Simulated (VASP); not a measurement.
The system is ScWF.

```xyz
3
Lattice="3.9168 0.0000 0.0000 -1.9584 3.3921 0.0000 0.0000 0.0000 3.9069" Properties=species:S:1:pos:R:3 pbc="T T T"
Sc    0.0000    0.0000    0.0000
W     1.9584    1.1307    1.9535
F     0.0000    2.2614    1.9535
```

```yaml
Program: VASP 6.6.1
Task: relaxation of cell and atoms
Functional: PBE
Potentials_or_basis: VASP PAW PBE potentials, release 64 (Sc_sv, W_sv, F)
Cutoff: 600 eV
k_mesh: 15 × 15 × 12
Occupations: gaussian, width 0.1 eV
Spin: no spin polarisation
```

At the start: pressure -2.7 GPa; volume 17.30 Å³/atom.

Q: Where does the relaxation end?

A: Over 8 steps the energy falls by 23.5 meV/atom and the volume is 17.02 Å³/atom (-1.6 %); space group P-6m2 (No. 187, to 0.05 Å).

The path:
| step | energy change (eV) | largest force (eV/Å) | pressure (GPa) | volume (Å³) |
| --- | --- | --- | --- | --- |
| 1 | 0.0000 | 0.0000 | -2.73 | 51.91 |
| 2 | -0.0277 | 0.0000 | 1.94 | 49.71 |
| 3 | -0.0281 | 0.0000 | 1.40 | 49.94 |
| 4 | -0.0494 | 0.0000 | 1.29 | 50.13 |
| 5 | -0.0671 | 0.0000 | 1.47 | 50.46 |
| 6 | -0.0678 | 0.0000 | 1.40 | 50.42 |
| 7 | -0.0662 | 0.0000 | -1.67 | 51.89 |
| 8 | -0.0706 | 0.0000 | 0.00 | 51.07 |

Final structure:
```cif
data_structure
_symmetry_space_group_name_H-M 'P 1'
_symmetry_Int_Tables_number 1
_cell_length_a 3.7665
_cell_length_b 3.7665
_cell_length_c 4.1566
_cell_angle_alpha 90.000
_cell_angle_beta 90.000
_cell_angle_gamma 120.000
_cell_volume 51.07
loop_
_atom_site_label
_atom_site_type_symbol
_atom_site_fract_x
_atom_site_fract_y
_atom_site_fract_z
_atom_site_occupancy
Sc1 Sc 0.00000 0.00000 0.00000 1
W1 W 0.66667 0.33333 0.50000 1
F1 F 0.33333 0.66667 0.50000 1
```
